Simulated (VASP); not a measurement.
Set up this calculation in VASP 6.6.1, as the native input.

```yaml
Task: single point
Functional: PBEsol
Potentials_or_basis: VASP PAW PBE potentials, release 64 (P)
Cutoff: 520 eV
k_mesh: 18 × 18 × 18
Occupations: gaussian, width 0.1 eV
Spin: no spin polarisation
Dipole_correction: no
Further_INCAR_settings: ALGO = Normal; EDIFF = 1e-07; NBANDS = 8
```

The structure of P lies in POSCAR:

```
P
1.0
    2.4216127201      0.0000000000      0.0000000000
    0.0000000000      2.4216127201      0.0000000000
    0.0242161272      0.0000000000      2.4216127201
P
1
Direct
    0.0000000000      0.0000000000      0.0000000000
```

This cell differs from its parent crystal: shear of c along a, cell held: +1.0 %.

These files were run (other wordings do the same):

INCAR

```
ALGO     = Normal         # electronic algorithm
EDIFF    = 1E-7           # SCF threshold, eV
ENCUT    = 520            # plane-wave cutoff, eV
GGA      = PS             # functional
ISIF     = 2              # what is computed and relaxed
ISMEAR   = 0              # smearing method
LASPH    = True           # aspherical terms in the spheres
LCHARG   = False          # write CHGCAR
LREAL    = False          # projectors in reciprocal space
LWAVE    = False          # write WAVECAR
NBANDS   = 8              # bands
NELM     = 60             # most SCF steps
PREC     = Accurate       # precision mode
SIGMA    = 0.1            # smearing width, eV
```

KPOINTS

```
k-points
0
Gamma
  18 18 18
```

Potentials or basis: VASP PAW PBE potentials, release 64 (P).

Command:

```console
$ cat potpaw_PBE.64/P/POTCAR > POTCAR
$ mpirun -np 1 vasp_std > vasp.out
```

Results of the run:

```json
{
 "Pressure": "0.1 GPa"
}
```

Caveat: the cell differs from its parent crystal (shear of c along a, cell held: +1.0 %); the PAW data sets were made with another functional, which shifts forces and pressure a little.

It took 49 s on 1 thread of Intel(R) Xeon(R) 6975P-C (Granite Rapids), on a shared host, peak memory 0.25 GiB.
